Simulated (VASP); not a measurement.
# Si in VASP: a series of runs

The runs below take Si through single point, with PBE.

Program: VASP 6.6.1. These are calculated values, not measurements. Logs are shortened: lines on timing, memory, paths and dates and some standing lists are left out, and cuts for length are marked.

### Step 1. The cell of the first run

The cell holds a slab with vacuum, 6 atoms: a = 3.869 Å, b = 3.869 Å, c = 22.839 Å, α = 90.00°, β = 90.00°, γ = 90.00°.

### Step 2. Single point, PBE

File INCAR:

```
ALGO     = Normal         # electronic algorithm
DIPOL    = 0.5 0.5 0.500
EDIFF    = 1E-6           # SCF threshold, eV
ENCUT    = 400            # plane-wave cutoff, eV
GGA      = PE             # functional
GGA_COMPAT= F            
IDIPOL   = 3            
ISIF     = 2              # what is computed and relaxed
ISMEAR   = -1             # smearing method
LASPH    = T              # aspherical terms in the spheres
LCHARG   = F              # write CHGCAR
LDIPOL   = T            
LREAL    = F              # projectors in reciprocal space
LWAVE    = F              # write WAVECAR
NBANDS   = 21             # bands
NELM     = 120            # most SCF steps
NELMDL   = -8           
PREC     = Accurate       # precision mode
SIGMA    = 0.02           # smearing width, eV
```

File KPOINTS:

```
k-points
0
Gamma
  7 7 1
```

File POSCAR:

```
Si
1.0
    3.8685410222      0.0000000000      0.0000000000
    0.0000000000      3.8685410222      0.0000000000
    0.0000000000      0.0000000000     22.8387000000
Si
6
Direct
    0.7500000000      0.0000000000      0.3502830946
    0.2500000000      0.0000000000      0.4101698568
    0.2500000000      0.5000000000      0.4700566189
    0.7500000000      0.5000000000      0.5299433811
    0.7500000000      0.0000000000      0.5898301432
    0.2500000000      0.0000000000      0.6497169054
```

Potentials or basis: VASP PAW PBE potentials, release 64 (Si).

Run with:

```
$ cat potpaw_PBE.64/Si/POTCAR > POTCAR
$ mpirun -np 1 vasp_std > vasp.out
```

OUTCAR:

```text
EDIFF = 1E-6
   ENCUT = 400
   GGA = PE
   ISIF = 2
   ISMEAR = -1
   LASPH = T
   LREAL = F
   NELM = 120
   NELMDL = -8
   PREC = Accurate

 ion  position               nearest neighbor table
   1  0.750  0.000  0.350-   2 2.37   2 2.37
   2  0.250  0.000  0.410-   3 2.37   3 2.37   1 2.37   1 2.37
   3  0.250  0.500  0.470-   2 2.37   2 2.37   4 2.37   4 2.37
   4  0.750  0.500  0.530-   5 2.37   5 2.37   3 2.37   3 2.37
   5  0.750  0.000  0.590-   4 2.37   4 2.37   6 2.37   6 2.37
   6  0.250  0.000  0.650-   5 2.37   5 2.37

  LATTYP: Found a simple tetragonal cell.
 ALAT       =     3.8685410222
 C/A-ratio  =     5.9036985440

  Lattice vectors:

 A1 = (   3.8685410222,   0.0000000000,   0.0000000000)
 A2 = (   0.0000000000,   3.8685410222,   0.0000000000)
 A3 = (   0.0000000000,   0.0000000000,  22.8387000000)

Analysis of symmetry for initial positions (statically):
=====================================================================
 Subroutine PRICEL returns:
 Original cell was already a primitive cell.

 Routine SETGRP: Setting up the symmetry group for a
 simple tetragonal supercell.

 Subroutine GETGRP returns: Found  8 space group operations
 (whereof  4 operations were pure point group operations)
 out of a pool of 16 trial point group operations.

The static configuration has the point symmetry C_2h.
 The point group associated with its full space group is D_2h.

Analysis of symmetry for dynamics (positions and initial velocities):
=====================================================================
 Subroutine PRICEL returns:
 Original cell was already a primitive cell.

 Routine SETGRP: Setting up the symmetry group for a
 simple tetragonal supercell.

 Subroutine GETGRP returns: Found  8 space group operations
 (whereof  4 operations were pure point group operations)
 out of a pool of 16 trial point group operations.

The dynamic configuration has the point symmetry C_2h.
 The point group associated with its full space group is D_2h.

 Subroutine INISYM returns: Found  8 space group operations
 (whereof  4 operations are pure point group operations),
 and found     1 'primitive' translations

----------------------------------------------------------------------------------------

                                     Primitive cell

  volume of cell :     341.7951

  direct lattice vectors                    reciprocal lattice vectors
[... 95 lines left out ...]
   TEBEG  =    0.0;   TEEND  =   0.0 temperature during run
   PSTRESS=    0.0 pullay stress
   NELECT =      24.0000    total number of electrons
   NUPDOWN=      -1.0000    fix difference up-down
   EMIN   =  10.00;   EMAX   =-10.00  energy-range for DOS
   EFERMI =   0.00;   METHOD = LEGACY
   ISMEAR =    -1;   SIGMA  =   0.02  broadening in eV -4-tet -1-fermi 0-gaus
   EFERMI_NEDOS =   21; number of points for ismear=-14 and -15
   IALGO  =     38    algorithm
   IMIX   =      4    mixing-type and parameters
     AMIX     =   0.40;   BMIX     =  1.00
     AMIX_MAG =   1.60;   BMIX_MAG =  1.00
  volume/ion in A,a.u.               =      56.97       384.42
  Fermi-wavevector in a.u.,A,eV,Ry     =   0.675393  1.276308  6.206378  0.456156
  Thomas-Fermi vector in A             =   1.752396
   LORBIT       =      0    0 simple, 1 ext, 2 COOP (PROOUT), +10 PAW based schemes
   GGA     = PE    functional components
   LHFCALC =     F    Hartree Fock is set to
   AEXX    =    0.0000 exact exchange contribution
   IVDW    =     0    specifies the selected vdW correction
   LEPSILON=     F    determine dielectric tensor
   LRPA    =     F    only Hartree local field effects (RPA)
 non-spin polarized calculation
  energy-cutoff  :      400.00
  volume of cell :      341.80
 maximum number of plane-waves:      6232
 NGX is ok and might be reduce to    28
   NGX = 13   NGY = 13   NGZ = 75

 dipolmoment           0.000000      0.000000      0.000000 electrons x Angstroem

 number of electron      23.9999995 magnetization

 dipolmoment           0.000000      0.000000     -0.000000 electrons x Angstroem

 Free energy of the ion-electron system (eV)
  ---------------------------------------------------
  ext. energy  EPLUGINS =         0.00000000
  ---------------------------------------------------
  free energy    TOTEN  =       -28.61621654 eV

  energy without entropy =      -28.60788087  energy(sigma->0) =      -28.61204871

 E-fermi :  -1.4433     XC(G=0):  -4.1800

 val. band max:       -1.4511803477   @ k =   0.2857   0.1429   0.0000
 cond. band min:      -1.4379457937   @ k =  -0.2857   0.4286   0.0000
 fundamental gap:      0.0132345540
 Fermi energy:        -1.4432996748

 k-point     1 :       0.0000    0.0000    0.0000
  band No.  band energies     occupation
      1     -12.6922      2.00000
      2     -11.5091      2.00000
      3      -9.7434      2.00000
      4      -7.5069      2.00000
      5      -4.9108      2.00000
      6      -3.7214      2.00000
[... 373 lines left out ...]
     20       3.4322      0.00000
     21       4.3530      0.00000

------------------------ aborting loop because EDIFF is reached ----------------------------------------

 vacuum level on the upper side and lower side of the slab       (xc-potential included)        -0.127        -0.127

  FORCE on cell =-STRESS in cart. coord.  units (eV):
  Direction    XX          YY          ZZ          XY          YZ          ZX
  --------------------------------------------------------------------------------------
  -------------------------------------------------------------------------------------
  Total       -1.0517367     -2.8843061     -0.2934966      0.0000000      0.0000000      0.0000000
  in kB       -4.9300554    -13.5202941     -1.3757763      0.0000000      0.0000000      0.0000000
  external PRESSURE =      -6.6087086 kB  Pullay stress =       0.0000000 kB

 VOLUME and BASIS-vectors are now :
 -----------------------------------------------------------------------------
  energy-cutoff  :      400.00
  volume of cell :      341.80
      direct lattice vectors                 reciprocal lattice vectors
     3.868541022  0.000000000  0.000000000     0.258495385  0.000000000  0.000000000
     0.000000000  3.868541022  0.000000000     0.000000000  0.258495385  0.000000000
     0.000000000  0.000000000 22.838700000     0.000000000  0.000000000  0.043785329

 POSITION                                       TOTAL-FORCE (eV/Angst)
 -----------------------------------------------------------------------------------
      2.90141      0.00000      8.00001         0.000000      0.000000      0.103814
      0.96714      0.00000      9.36775        -0.000000      0.000000     -0.155086
      0.96714      1.93427     10.73548         0.000000      0.000000      0.149217
      2.90141      1.93427     12.10322         0.000000      0.000000     -0.149217
      2.90141      0.00000     13.47095         0.000000      0.000000      0.155086
      0.96714      0.00000     14.83869         0.000000      0.000000     -0.103814
 -----------------------------------------------------------------------------------
    total drift:                               -0.000000     -0.000000     -0.000000

  FREE ENERGIE OF THE ION-ELECTRON SYSTEM (eV)
  ---------------------------------------------------
  free  energy   TOTEN  =       -28.6162165444 eV

  energy  without entropy=      -28.6078808745  energy(sigma->0) =      -28.61204871

 vacuum level on the upper side and lower side of the slab         3.818         3.818
```

OSZICAR:

```text
N       E                     dE             d eps       ncg     rms          rms(c)
DAV:   1     0.856443606273E+02    0.85644E+02   -0.66169E+03   672   0.664E+02
DAV:   2    -0.216580182928E+02   -0.10730E+03   -0.10464E+03   983   0.130E+02
DAV:   3    -0.290772830189E+02   -0.74193E+01   -0.72450E+01   810   0.347E+01
[... 17 lines left out ...]
DAV:  21    -0.286162062174E+02   -0.50974E-05   -0.47085E-07   662   0.159E-03    0.665E-04
DAV:  22    -0.286162107315E+02   -0.45142E-05   -0.13006E-07   658   0.909E-04    0.290E-04
DAV:  23    -0.286162139790E+02   -0.32475E-05   -0.94657E-08   624   0.814E-04    0.239E-04
DAV:  24    -0.286162161623E+02   -0.21833E-05   -0.50121E-08   528   0.540E-04    0.241E-04
DAV:  25    -0.286162165444E+02   -0.38211E-06   -0.11422E-08   531   0.286E-04
   1 F= -.28616217E+02 E0= -.28612049E+02  d E =-.833567E-02
```

stdout:

```text
POSCAR found type information on POSCAR Si
 POSCAR found :  1 types and       6 ions
 scaLAPACK will be used
 LDA part: xc-table for (Slater+PW92), standard interpolation
 POSCAR, INCAR and KPOINTS ok, starting setup
 FFT: planning ... GRIDC
 FFT: planning ... GRID_SOFT
 FFT: planning ... GRID
 WAVECAR not read
 entering main loop
```

Wall time 3.9 min (1 thread of Intel Xeon 8259CL, shared host); peak memory 0.34 GiB.

Results:

| Quantity | Value |
| --- | --- |
| Free energy | -28.6162 eV |
| Largest force | 0.155 eV/Å |
| Band gap on the k mesh | zero (bands 12 and 13 overlap by 0.83 eV) |

Forces on the atoms (eV/Å):
```
Si   0.000  0.000  0.104
Si   0.000  0.000 -0.155
Si   0.000  0.000  0.149
Si   0.000  0.000 -0.149
Si   0.000  0.000  0.155
Si   0.000  0.000 -0.104
```

Levels at points of the mesh, in eV from the Fermi level:
| k point | band 8 | band 9 | band 10 | band 11 | band 12 | band 13 | band 14 | band 15 | band 16 | band 17 |
| --- | --- | --- | --- | --- | --- | --- | --- | --- | --- | --- |
| (0.00, 0.00, 0.00) | -1.32 | -1.14 | -0.83 | -0.28 | 0.42 | 1.26 | 1.29 | 1.66 | 2.28 | 2.65 |

(Continued in part 2 of 2.)
